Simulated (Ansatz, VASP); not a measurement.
## Two plane-wave programs on Si4H26C5O5

The input INCAR:

```
SYSTEM = Si4H26C5O5
PREC = Accurate ; ENCUT = 520
EDIFF = 1E-7 ; ISMEAR = -1
SIGMA = 0.02 ; LREAL = Auto
LASPH = .True. ; NELM = 100
ALGO = Normal ; ISIF = 2
LWAVE = .False. ; LCHARG = .False.
GGA = PE ; IVDW = 12
IBRION = 2 ; NSW = 35
EDIFFG = -0.3
```

Contents of KPOINTS:

```
regular mesh
0
Gamma
  1 1 1
  0 0 0
```

POSCAR

```
Si4H26C5O5
1.0
    8.7633810000      0.0000000000      0.0000000000
    0.0000000000      8.7633810000      0.0000000000
    0.0000000000      0.0000000000      8.7633810000
Si H O C
4 26 5 5
Direct
    0.4234295000      0.5209452000      0.3515627000
    0.6987250000      0.2558540000      0.6908943000
    0.8913787000      0.6233035000      0.0449531000
    0.8283721000      0.2587103000      0.2588623000
    0.5614075000      0.4436729000      0.2913648000
    0.3293716000      0.4095740000      0.4374829000
    0.4697616000      0.6469627000      0.4545463000
    0.3331773000      0.5835710000      0.2228566000
    0.7982668000      0.3917200000      0.6746285000
    0.5457148000      0.3041437000      0.7446408000
    0.6840659000      0.1784199000      0.5411553000
    0.7668524000      0.1491327000      0.8031525000
    0.9084334000      0.4875451000     -0.0546034000
    0.7281133000      0.6443875000      0.0841013000
    0.9809417000      0.6008694000      0.1867554000
    0.9480264000      0.7604121000     -0.0364409000
    0.8081250000      0.3543142000      0.1207223000
    0.8803115000      0.3556713000      0.3874453000
    0.6810590000      0.1858247000      0.2991023000
    0.9439928000      0.1390312000      0.2281794000
    0.0501684000      0.6837439000      0.3891161000
    0.0259826000      0.4887060000      0.4718825000
    0.7087539000      0.7474473000      0.7614507000
    0.6703752000      0.8990353000      0.9064444000
    0.1852352000      0.1391887000      0.4212559000
    0.2890519000     -0.0339322000      0.3525080000
    0.3989267000      0.1178944000      0.1768886000
    0.5736262000      0.0784776000      0.0611241000
    0.3336580000      0.4060588000      0.8381744000
    0.3351088000      0.1928210000      0.8397750000
    0.1381615000      0.6460250000      0.6006641000
    0.5558417000      0.9127972000      0.7049233000
    0.1682255000     -0.0534120000      0.5498392000
    0.4631318000     -0.1039631000      0.1529089000
    0.3313210000      0.3009672000      1.0452212000
    0.0706067000      0.6056619000      0.4858084000
    0.6461003000      0.8523499000      0.7920105000
    0.2147429000      0.0181617000      0.4398484000
    0.4787537000      0.0324809000      0.1300258000
    0.3333881000      0.2999364000      0.9060115000
```

Input for Ansatz:

```yaml
crystal:
  lattice:
    - [8.763381, 0.0, 0.0]
    - [0.0, 8.763381, 0.0]
    - [0.0, 0.0, 8.763381]
  atoms:
    - { symbol: Si, position: [0.4234295, 0.5209452, 0.3515627] }
    - { symbol: H, position: [0.5614075, 0.4436729, 0.2913648] }
    - { symbol: H, position: [0.3293716, 0.409574, 0.4374829] }
    - { symbol: H, position: [0.4697616, 0.6469627, 0.4545463] }
    - { symbol: H, position: [0.3331773, 0.583571, 0.2228566] }
    - { symbol: Si, position: [0.698725, 0.255854, 0.6908943] }
    - { symbol: H, position: [0.7982668, 0.39172, 0.6746285] }
    - { symbol: H, position: [0.5457148, 0.3041437, 0.7446408] }
    - { symbol: H, position: [0.6840659, 0.1784199, 0.5411553] }
    - { symbol: H, position: [0.7668524, 0.1491327, 0.8031525] }
    - { symbol: Si, position: [0.8913787, 0.6233035, 0.0449531] }
    - { symbol: H, position: [0.9084334, 0.4875451, -0.0546034] }
    - { symbol: H, position: [0.7281133, 0.6443875, 0.0841013] }
    - { symbol: H, position: [0.9809417, 0.6008694, 0.1867554] }
    - { symbol: H, position: [0.9480264, 0.7604121, -0.0364409] }
    - { symbol: Si, position: [0.8283721, 0.2587103, 0.2588623] }
    - { symbol: H, position: [0.808125, 0.3543142, 0.1207223] }
    - { symbol: H, position: [0.8803115, 0.3556713, 0.3874453] }
    - { symbol: H, position: [0.681059, 0.1858247, 0.2991023] }
    - { symbol: H, position: [0.9439928, 0.1390312, 0.2281794] }
    - { symbol: O, position: [0.1381615, 0.646025, 0.6006641] }
    - { symbol: C, position: [0.0706067, 0.6056619, 0.4858084] }
    - { symbol: H, position: [0.0501684, 0.6837439, 0.3891161] }
    - { symbol: H, position: [0.0259826, 0.488706, 0.4718825] }
    - { symbol: O, position: [0.5558417, 0.9127972, 0.7049233] }
    - { symbol: C, position: [0.6461003, 0.8523499, 0.7920105] }
    - { symbol: H, position: [0.7087539, 0.7474473, 0.7614507] }
    - { symbol: H, position: [0.6703752, 0.8990353, 0.9064444] }
    - { symbol: O, position: [0.1682255, -0.053412, 0.5498392] }
    - { symbol: C, position: [0.2147429, 0.0181617, 0.4398484] }
    - { symbol: H, position: [0.1852352, 0.1391887, 0.4212559] }
    - { symbol: H, position: [0.2890519, -0.0339322, 0.352508] }
    - { symbol: O, position: [0.4631318, -0.1039631, 0.1529089] }
    - { symbol: C, position: [0.4787537, 0.0324809, 0.1300258] }
    - { symbol: H, position: [0.3989267, 0.1178944, 0.1768886] }
    - { symbol: H, position: [0.5736262, 0.0784776, 0.0611241] }
    - { symbol: O, position: [0.331321, 0.3009672, 1.0452212] }
    - { symbol: C, position: [0.3333881, 0.2999364, 0.9060115] }
    - { symbol: H, position: [0.333658, 0.4060588, 0.8381744] }
    - { symbol: H, position: [0.3351088, 0.192821, 0.839775] }
basis:
  ecutwfc: 420.0
kpoints:
  mp_grid: { grid: [1, 1, 1] }
hamiltonian:
  xc: pbe
  dispersion: d3bj
scf:
  occupations: { method: fermi_dirac, width: 0.02 }
  lower_state_search: "off"
relax:
  f_tol: 0.3
  max_steps: 15
  adjacent_minimum: "off"
output:
  write_density: true
  write_potential: true
  elf: true
  volumetric_format: npy
```

Alike in both runs: task relaxation of the atoms; functional PBE; dispersion D3(BJ); k mesh 1 × 1 × 1; occupations fermi-dirac, width 0.02 eV; no spin polarisation.

|  | VASP | Ansatz |
| --- | --- | --- |
| version | VASP 6.6.1 | Ansatz 0.2.0 |
| potentials or method | VASP PAW PBE potentials, release 64 (Si, H, O, C), cutoff 520 eV | scalar-relativistic, plane waves, PAW |
| valence electrons in the cell | 92 | 92 |

|  | VASP | Ansatz | Ansatz less VASP |
| --- | --- | --- | --- |
| gap on the k mesh at the Fermi level, each at its own relaxed structure (eV) | 3.26 | 3.20 | -0.059 |

Ansatz's warnings: xc potential rough in thin density.

Noted on VASP's run: the standard files for N, O and F lose accuracy on very short bonds.
